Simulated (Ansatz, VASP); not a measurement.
**RbCl: VASP beside Ansatz**

```
Rb Cl
1.0
     0.00000    2.91030    2.91030
     2.91030    0.00000    2.91030
     2.91030    2.91030    0.00000
Rb Cl
1 1
Direct
  0.00000 0.00000 0.00000
  0.50000 0.50000 0.50000
```

Alike in both runs: task relaxation of cell and atoms; functional PBE; k mesh 10 × 10 × 10; occupations fermi-dirac, width 0.05 eV; no spin polarisation.

|  | VASP | Ansatz |
| --- | --- | --- |
| version | VASP 6.6.1 | Ansatz 0.2.0 |
| potentials or method | VASP PAW PBE potentials, release 64 (Rb_sv, Cl) | PAW with Ansatz's default frozen-core files, scalar-relativistic |
| plane-wave cutoff (eV) | 500 | 420 |
| valence electrons in the cell | 16 | 16 |

|  | VASP | Ansatz | Ansatz less VASP |
| --- | --- | --- | --- |
| relaxed volume (Å³/atom) | 37.67 | 37.56 | -0.110 |
| relaxed cell length with the largest relative difference (Å) | 4.741 | 4.736 | -0.0046 |

Noted on VASP's run: the volume moved by over 15 % at a fixed basis, so the end points are rough.
